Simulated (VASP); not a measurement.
# S (I4/mmm) in VASP: a series of runs

The runs below take S through single point, with LDA.

All numbers are computed with VASP 6.6.1; they aren't measurements. Logs are shortened: lines on timing, memory, paths and dates and some standing lists are left out, and cuts for length are marked.

### 1 The cell of the first run

It takes space group I4/mmm (No. 139, tetragonal). The conventional cell has a = 2.513 Å, b = 2.513 Å, c = 5.025 Å, α = 90.00°, β = 90.00°, γ = 90.00°. S (site symmetry 4/mmm) has 12 S at 2.51 to 3.08 Å within 3.3 Å.

### 2 Single point, LDA

File INCAR:

```
SYSTEM = S
PREC = Accurate
ENCUT = 520
EDIFF = 1E-7
ISMEAR = 0
SIGMA = 0.15
LREAL = .False.
LASPH = .True.
NELM = 80
ALGO = Normal
ISIF = 2
LWAVE = .False.
LCHARG = .False.
NBANDS = 9
```

File KPOINTS:

```
Automatic mesh
0
Gamma
  22 22 22
  0 0 0
```

File POSCAR:

```
S
1.0
    0.0000000000      1.7768536112      2.5124710063
    1.7768536112      0.0000000000      2.5124710063
    1.7768536112      1.7768536112      0.0000000000
S
1
Direct
    0.0000000000      0.0000000000      0.0000000000
```

Potentials or basis: VASP PAW LDA potentials, release 64 (S).

Run with:

```bash
$ cat potpaw_LDA.64/S/POTCAR > POTCAR
$ mpirun -np 1 vasp_std > vasp.out
```

OUTCAR:

```text
SYSTEM = S
   PREC = Accurate
   ENCUT = 520
   EDIFF = 1E-7
   ISMEAR = 0
   LREAL = .False.
   LASPH = .True.
   NELM = 80
   ISIF = 2

 ion  position               nearest neighbor table
   1  0.000  0.000  0.000-

  LATTYP: Found a body centered tetragonal cell.
 ALAT       =     2.5128504753
 C/A-ratio  =     1.9996979772

  Lattice vectors:

 A1 = (  -1.7768536112,   0.0000000000,   2.5124710063)
 A2 = (   1.7768536112,   0.0000000000,   2.5124710063)
 A3 = (   0.0000000000,   1.7768536112,  -2.5124710063)

Analysis of symmetry for initial positions (statically):
=====================================================================
 Subroutine PRICEL returns:
 Original cell was already a primitive cell.

 Routine SETGRP: Setting up the symmetry group for a
 body centered tetragonal supercell.

 Subroutine GETGRP returns: Found 16 space group operations
 (whereof 16 operations were pure point group operations)
 out of a pool of 16 trial point group operations.

The static configuration has the point symmetry D_4h.

Analysis of symmetry for dynamics (positions and initial velocities):
=====================================================================
 Subroutine PRICEL returns:
 Original cell was already a primitive cell.

 Routine SETGRP: Setting up the symmetry group for a
 body centered tetragonal supercell.

 Subroutine GETGRP returns: Found 16 space group operations
 (whereof 16 operations were pure point group operations)
 out of a pool of 16 trial point group operations.

The dynamic configuration has the point symmetry D_4h.

 Subroutine INISYM returns: Found 16 space group operations
 (whereof 16 operations are pure point group operations),
 and found     1 'primitive' translations

----------------------------------------------------------------------------------------

                                     Primitive cell

  volume of cell :      15.8648

  direct lattice vectors                    reciprocal lattice vectors
     0.000000000  1.776853611  2.512471006    -0.281396282  0.281396282  0.199007272
     1.776853611  0.000000000  2.512471006     0.281396282 -0.281396282  0.199007272
     1.776853611  1.776853611  0.000000000     0.281396282  0.281396282 -0.199007272

  length of vectors
     3.077290905  3.077290905  2.512850475     0.444940029  0.444940029  0.444940029

  position of ions in fractional coordinates (direct lattice)
     0.000000000  0.000000000  0.000000000

  ion indices of the primitive-cell ions
   primitive index   ion index
                 1           1

----------------------------------------------------------------------------------------

 KPOINTS: Automatic mesh

Automatic generation of k-mesh.
 Grid dimensions read from file:
 generate k-points for:   22   22   22

 Generating k-lattice:

  Cartesian coordinates                     Fractional coordinates (reciprocal lattice)
    -0.012790740  0.012790740  0.009045785     0.045454545  0.000000000  0.000000000
     0.012790740 -0.012790740  0.009045785     0.000000000  0.045454545  0.000000000
     0.012790740  0.012790740 -0.009045785    -0.000000000 -0.000000000  0.045454545

  Length of vectors
     0.020224547  0.020224547  0.020224547

  Shift w.r.t. Gamma in fractional coordinates (k-lattice)
     0.000000000  0.000000000  0.000000000

 Subroutine IBZKPT returns following result:
 ===========================================

 Found    834 irreducible k-points:

 Following reciprocal coordinates:
            Coordinates               Weight
  0.000000  0.000000  0.000000      1.000000
  0.045455  0.000000  0.000000      8.000000
  0.090909  0.000000  0.000000      8.000000
  0.136364  0.000000  0.000000      8.000000
  0.181818  0.000000  0.000000      8.000000
  0.227273  0.000000  0.000000      8.000000
[... 16 lines left out ...]
  0.500000  0.045455  0.000000      8.000000
 -0.454545  0.045455  0.000000      8.000000
 [... further k-points ...]
   k-points           NKPTS =    834   k-points in BZ     NKDIM =    834   number of bands    NBANDS=      9
   number of dos      NEDOS =    301   number of ions     NIONS =      1
   total plane-waves  NPLWV =  11520
   dimension x,y,z NGX =    24 NGY =   24 NGZ =   20
   dimension x,y,z NGXF=    48 NGYF=   48 NGZF=   40
   ions per type =               1
   NGX,Y,Z   is equivalent  to a cutoff of  12.97, 12.97, 13.23 a.u.
   NGXF,Y,Z  is equivalent  to a cutoff of  25.93, 25.93, 26.46 a.u.
 SYSTEM =  S
   PREC   = accura    normal or accurate (medium, high low for compatibility)
   ISTART =      0    job   : 0-new  1-cont  2-samecut
   ICHARG =      2    charge: 1-file 2-atom 10-const
   ISPIN  =      1    spin polarized calculation?
   LNONCOLLINEAR =      F non collinear calculations
   LSORBIT =      F    spin-orbit coupling
   LASPH  =      T    aspherical Exc in radial PAW
   ENCUT  =  520.0 eV  38.22 Ry    6.18 a.u.   5.72  5.72  4.67*2*pi/ulx,y,z
   NELM   =     80;   NELMIN=  2; NELMDL= -5     # of ELM steps
   EDIFF  = 0.1E-06   stopping-criterion for ELM
   LREAL  =      F    real-space projection
   EDIFFG = 0.1E-05   stopping-criterion for IOM
   NSW    =      0    number of steps for IOM
   IBRION =     -1    ionic relax: 0-MD 1-quasi-New 2-CG
   NFREE  =      0    steps in history (QN), initial steepest desc. (CG)
   ISIF   =      2    stress and relaxation
   ISYM   =      2    0-nonsym 1-usesym 2-fastsym
   POTIM  = 0.5000    time-step for ionic-motion
   TEBEG  =    0.0;   TEEND  =   0.0 temperature during run
   PSTRESS=    0.0 pullay stress
   NELECT =       6.0000    total number of electrons
   NUPDOWN=      -1.0000    fix difference up-down
   EMIN   =  10.00;   EMAX   =-10.00  energy-range for DOS
   EFERMI =   0.00;   METHOD = LEGACY
   ISMEAR =     0;   SIGMA  =   0.15  broadening in eV -4-tet -1-fermi 0-gaus
   EFERMI_NEDOS =   21; number of points for ismear=-14 and -15
   IALGO  =     38    algorithm
   IMIX   =      4    mixing-type and parameters
     AMIX     =   0.40;   BMIX     =  1.00
     AMIX_MAG =   1.60;   BMIX_MAG =  1.00
  volume/ion in A,a.u.               =      15.86       107.06
  Fermi-wavevector in a.u.,A,eV,Ry     =   1.183897  2.237240 19.070080  1.401611
  Thomas-Fermi vector in A             =   2.320122
   LORBIT       =      0    0 simple, 1 ext, 2 COOP (PROOUT), +10 PAW based schemes
   GGA     = CA    functional components
   LHFCALC =     F    Hartree Fock is set to
   AEXX    =    0.0000 exact exchange contribution
   IVDW    =     0    specifies the selected vdW correction
   LEPSILON=     F    determine dielectric tensor
   LRPA    =     F    only Hartree local field effects (RPA)
 non-spin polarized calculation
 Gauss-broadening in eV      SIGMA  =   0.15
  energy-cutoff  :      520.00
  volume of cell :       15.86
 maximum number of plane-waves:       442
   NGX = 11   NGY = 11   NGZ =  9

 number of electron       6.0000000 magnetization

 Free energy of the ion-electron system (eV)
  ---------------------------------------------------
  ext. energy  EPLUGINS =         0.00000000
  ---------------------------------------------------
  free energy    TOTEN  =        -3.96080370 eV

  energy without entropy =       -3.95026274  energy(sigma->0) =       -3.95553322

 E-fermi :   7.2372     XC(G=0): -11.2906

 val. band max:        7.2367117774   @ k =   0.5000   0.2727   0.1818
 cond. band min:       7.2413649022   @ k =  -0.1818   0.1818   0.1364
 fundamental gap:      0.0046531249
 Fermi energy:         7.2372462585

 k-point     1 :       0.0000    0.0000    0.0000
  band No.  band energies     occupation
      1      -9.5484      2.00000
      2       8.4114      0.00000
      3      11.1532      0.00000
      4      11.1532      0.00000
      5      16.6324      0.00000
      6      17.1717      0.00000
      7      22.2847      0.00000
      8      22.4247      0.00000
      9      22.4247      0.00000

 k-point     2 :       0.0455    0.0000    0.0000
  band No.  band energies     occupation
      1      -9.4972      2.00000
      2       8.3444      0.00000
      3      10.7874      0.00000
      4      11.1658      0.00000
      5      16.7272      0.00000
      6      17.4333      0.00000
      7      21.9018      0.00000
      8      22.4347      0.00000
      9      22.4923      0.00000

 k-point     3 :       0.0909    0.0000    0.0000
  band No.  band energies     occupation
      1      -9.3438      2.00000
      2       8.1479      0.00000
      3       9.8772      0.00000
      4      11.2034      0.00000
      5      16.9545      0.00000
      6      18.0290      0.00000
      7      20.8857      0.00000
      8      22.6917      0.00000
      9      22.8996      0.00000

 k-point     4 :       0.1364    0.0000    0.0000
  band No.  band energies     occupation
      1      -9.0899      2.00000
      2       7.7869      0.00000
      3       8.7659      0.00000
      4      11.2657      0.00000
      5      17.1085      0.00000
      6      18.6446      0.00000
      7      20.0815      0.00000
      8      23.0106      0.00000
      9      23.6946      0.00000

 k-point     5 :       0.1818    0.0000    0.0000
  band No.  band energies     occupation
      1      -8.7383      2.00000
      2       6.9493      1.99336
      3       7.9706      0.00000
      4      11.3514      0.00000
      5      16.8381      0.00000
      6      18.9769      0.00000
      7      20.1537      0.00000
      8      23.4197      0.00000
      9      24.7601      0.00000

 k-point     6 :       0.2273    0.0000    0.0000
  band No.  band energies     occupation
      1      -8.2939      2.00000
      2       5.6677      2.00000
      3       7.5789      0.00128
      4      11.4576      0.00000
      5      16.1588      0.00000
      6      19.1777      0.00000
      7      20.9625      0.00000
      8      23.8354      0.00000
      9      25.9449      0.00000
[... 169 lines left out ...]
 k-point    21 :       0.4091    0.0455    0.0000
  band No.  band energies     occupation
      1      -6.2740      2.00000
      2       1.4539      2.00000
      3       6.3503      2.00000
      4      11.7150      0.00000
      5      14.4589      0.00000
      6      19.6848      0.00000
      7      23.1689      0.00000
      8      26.0265      0.00000
      9      27.4907      0.00000

 k-point    22 :       0.4545    0.0455    0.0000
  band No.  band energies     occupation
      1      -5.6680      2.00000
      2       0.4740      2.00000
      3       6.3203      2.00000
      4      11.8510      0.00000
      5      14.0532      0.00000
      6      19.9248      0.00000
      7      22.7108      0.00000
      8      26.6148      0.00000
      9      27.9957      0.00000

 k-point    23 :       0.5000    0.0455    0.0000
  band No.  band energies     occupation
      1      -5.2376      2.00000
      2      -0.1665      2.00000
      3       6.3631      2.00000
      4      11.9598      0.00000
      5      13.7877      0.00000
      6      20.1273      0.00000
      7      22.4113      0.00000
      8      26.4871      0.00000
      9      28.2153      0.00000

 k-point    24 :      -0.4545    0.0455    0.0000
  band No.  band energies     occupation
      1      -5.1696      2.00000
      2      -0.2764      2.00000
      3       6.4721      2.00000
      4      12.0269      0.00000
      5      13.6723      0.00000
      6      20.2540      0.00000
      7      22.3034      0.00000
      8      26.2068      0.00000
      9      28.0684      0.00000

 [... further k-points ...]

------------------------ aborting loop because EDIFF is reached ----------------------------------------

  FORCE on cell =-STRESS in cart. coord.  units (eV):
  Direction    XX          YY          ZZ          XY          YZ          ZX
  --------------------------------------------------------------------------------------
  -------------------------------------------------------------------------------------
  Total       -1.1785730     -1.1785730      0.8998249      0.0000000      0.0000000     -0.0000000
  in kB     -119.0235034   -119.0235034     90.8728662      0.0000000      0.0000000     -0.0000000
  external PRESSURE =     -49.0580468 kB  Pullay stress =       0.0000000 kB

 VOLUME and BASIS-vectors are now :
 -----------------------------------------------------------------------------
  energy-cutoff  :      520.00
  volume of cell :       15.86
      direct lattice vectors                 reciprocal lattice vectors
     0.000000000  1.776853611  2.512471006    -0.281396282  0.281396282  0.199007272
     1.776853611  0.000000000  2.512471006     0.281396282 -0.281396282  0.199007272
     1.776853611  1.776853611  0.000000000     0.281396282  0.281396282 -0.199007272

 POSITION                                       TOTAL-FORCE (eV/Angst)
 -----------------------------------------------------------------------------------
      0.00000      0.00000      0.00000        -0.000000     -0.000000      0.000000
 -----------------------------------------------------------------------------------
    total drift:                                0.000000      0.000000      0.000000

  FREE ENERGIE OF THE ION-ELECTRON SYSTEM (eV)
  ---------------------------------------------------
  free  energy   TOTEN  =        -3.9608037030 eV

  energy  without entropy=       -3.9502627355  energy(sigma->0) =       -3.95553322
```

Run time: 57 s. Hardware: 1 thread of Intel Xeon 8259CL, shared host; peak memory 0.2 GiB.

Results:

```yaml
Free_energy: -3.9608 eV
Pressure: -4.9 GPa
Band_gap_on_the_k_mesh: zero (bands 3 and 4 overlap by 6.89 eV)
```

Stress tensor (GPa, compression positive):
```
-11.90   0.00   0.00
  0.00 -11.90   0.00
  0.00   0.00   9.09
```

Caveat: the cell stands under tension.

### 3 Single point, LDA

This run uses another cell than the first one, of the same volume but with other edges.

File INCAR:

```
PREC     = Accurate       # precision mode
ENCUT    = 520            # plane-wave cutoff, eV
EDIFF    = 1E-6           # SCF threshold, eV
ISMEAR   = 0              # smearing method
SIGMA    = 0.15           # smearing width, eV
LREAL    = F              # projectors in reciprocal space
LASPH    = T              # aspherical terms in the spheres
NELM     = 100            # most SCF steps
ALGO     = Normal         # electronic algorithm
ISIF     = 2              # what is computed and relaxed
LWAVE    = F              # write WAVECAR
LCHARG   = F              # write CHGCAR
NBANDS   = 9              # bands
```

File KPOINTS:

```
Automatic mesh
0
Gamma
  22 22 22
```

File POSCAR:

```
S
1.0
    0.0000000000      2.1053702275      1.7895646934
    2.1053702275      0.0000000000      1.7895646934
    2.1053702275      2.1053702275      0.0000000000
S
1
Direct
    0.0000000000      0.0000000000      0.0000000000
```

Potentials or basis: VASP PAW LDA potentials, release 64 (S).

Run with:

```bash
$ cat potpaw_LDA.64/S/POTCAR > POTCAR
$ mpirun -np 1 vasp_std > vasp.out
```

It took 60 s on 1 thread of Intel Xeon 8259CL, shared host; peak memory 0.2 GiB.

Results (log left out):

```yaml
Free_energy: -3.7381 eV
Pressure: -6.6 GPa
Band_gap_on_the_k_mesh: zero (bands 3 and 4 overlap by 6.44 eV)
```

Stress tensor (GPa, compression positive):
```
 -2.61   0.00   0.00
  0.00  -2.61   0.00
  0.00   0.00 -14.61
```

Levels at points of the mesh, in eV from the Fermi level:
```tsv
k point	band 1	band 2	band 3	band 4	band 5	band 6	band 7
(0.00, 0.00, 0.00)	-16.74	3.04	3.10	3.10	11.69	11.69	13.63
(0.50, 0.00, 0.00)	-12.57	-7.48	0.82	2.52	8.54	9.70	14.09
(0.50, 0.50, 0.00)	-9.77	-5.38	-2.24	-2.24	4.04	4.87	21.67
(0.50, 0.00, 0.50)	-11.63	-6.94	-0.76	0.59	6.11	6.56	20.94
```

Caveat: the cell stands under tension.

### 4 Single point, LDA

This run uses another cell than the first one, of the same volume but with other edges.

File INCAR:

```
SYSTEM = S
PREC = Accurate
ENCUT = 520
EDIFF = 1E-6
ISMEAR = 0
SIGMA = 0.15
LREAL = .FALSE.
LASPH = .TRUE.
NELM = 60
ALGO = Normal
ISIF = 2
LWAVE = .FALSE.
LCHARG = .TRUE.
LELF = .TRUE.
LVHAR = .TRUE.
NBANDS = 9
```

File KPOINTS:

```
Automatic mesh
0
G
  22 22 22
  0 0 0
```

File POSCAR:

```
S
1.0
    0.0000000000      1.8767555279      2.2521066335
    1.8767555279      0.0000000000      2.2521066335
    1.8767555279      1.8767555279      0.0000000000
S
1
Direct
    0.0000000000      0.0000000000      0.0000000000
```

Potentials or basis: VASP PAW LDA potentials, release 64 (S).

Run with:

```bash
$ cat potpaw_LDA.64/S/POTCAR > POTCAR
$ mpirun -np 1 vasp_std > vasp.out
```

OUTCAR:

```text
SYSTEM = S
   PREC = Accurate
   ENCUT = 520
   EDIFF = 1E-6
   ISMEAR = 0
   LREAL = .FALSE.
   LASPH = .TRUE.
   NELM = 60
   ISIF = 2

 ion  position               nearest neighbor table
   1  0.000  0.000  0.000-

  LATTYP: Found a body centered tetragonal cell.
 ALAT       =     2.6541331208
 C/A-ratio  =     1.6970562749

  Lattice vectors:

 A1 = (  -1.8767555279,   0.0000000000,   2.2521066335)
[... 468 lines left out ...]
      8      25.1661      0.00000
      9      27.8397      0.00000

 [... further k-points ...]

------------------------ aborting loop because EDIFF is reached ----------------------------------------

  FORCE on cell =-STRESS in cart. coord.  units (eV):
  Direction    XX          YY          ZZ          XY          YZ          ZX
  --------------------------------------------------------------------------------------
  -------------------------------------------------------------------------------------
  Total       -1.0868772     -1.0868772      0.2950218      0.0000000     -0.0000000      0.0000000
  in kB     -109.7631884   -109.7631884     29.7941090      0.0000000     -0.0000000      0.0000000
  external PRESSURE =     -63.2440893 kB  Pullay stress =       0.0000000 kB

 VOLUME and BASIS-vectors are now :
 -----------------------------------------------------------------------------
  energy-cutoff  :      520.00
  volume of cell :       15.86
      direct lattice vectors                 reciprocal lattice vectors
     0.000000000  1.876755528  2.252106633    -0.266417225  0.266417225  0.222014354
     1.876755528  0.000000000  2.252106633     0.266417225 -0.266417225  0.222014354
     1.876755528  1.876755528  0.000000000     0.266417225  0.266417225 -0.222014354

 POSITION                                       TOTAL-FORCE (eV/Angst)
 -----------------------------------------------------------------------------------
      0.00000      0.00000      0.00000         0.000000     -0.000000      0.000000
 -----------------------------------------------------------------------------------
    total drift:                                0.000000     -0.000000     -0.000000

  FREE ENERGIE OF THE ION-ELECTRON SYSTEM (eV)
  ---------------------------------------------------
  free  energy   TOTEN  =        -3.7627454413 eV

  energy  without entropy=       -3.7530215837  energy(sigma->0) =       -3.75788351
```

OSZICAR:

```text
N       E                     dE             d eps       ncg     rms          rms(c)
DAV:   1     0.686468974109E+01    0.68647E+01   -0.29218E+03 15349   0.557E+02
DAV:   2    -0.354204053131E+01   -0.10407E+02   -0.10038E+02 21872   0.763E+01
DAV:   3    -0.376965413534E+01   -0.22761E+00   -0.22440E+00 17822   0.978E+00
DAV:   4    -0.377029992481E+01   -0.64579E-03   -0.64571E-03 21221   0.597E-01
DAV:   5    -0.377030080636E+01   -0.88155E-06   -0.88182E-06 17683   0.174E-02    0.747E+00
DAV:   6    -0.376420321551E+01    0.60976E-02   -0.69301E-03 16534   0.421E-01    0.445E+00
DAV:   7    -0.376290433724E+01    0.12989E-02   -0.90621E-03 15970   0.493E-01    0.170E-01
DAV:   8    -0.376274475958E+01    0.15958E-03   -0.57528E-04 16012   0.128E-01    0.122E-02
DAV:   9    -0.376274544134E+01   -0.68177E-06   -0.61228E-06 18141   0.196E-02
   1 F= -.37627454E+01 E0= -.37578835E+01  d E =-.972386E-02
```

Wall time 51 s (1 thread of Intel Xeon 8259CL, shared host); peak memory 0.2 GiB.

What came out:

| Quantity | Value |
| --- | --- |
| Free energy | -3.7627 eV |
| Pressure | -6.3 GPa |
| Band gap on the k mesh | zero (bands 3 and 4 overlap by 6.38 eV) |

Levels at points of the mesh, in eV from the Fermi level:
```tsv
k point	band 1	band 2	band 3	band 4	band 5	band 6	band 7	band 8
(0.00, 0.00, 0.00)	-16.69	2.61	3.36	3.36	10.73	13.07	13.35	13.35
(0.50, 0.00, 0.00)	-12.50	-7.45	0.46	3.25	7.70	11.70	13.25	17.71
(0.50, 0.50, 0.00)	-12.58	-7.13	0.79	0.79	6.87	7.36	22.78	23.04
(0.50, 0.00, 0.50)	-10.03	-5.96	-2.38	-0.49	4.53	5.72	19.83	20.67
```

Caveat: the cell stands under tension.

[end of part 1 of 2]
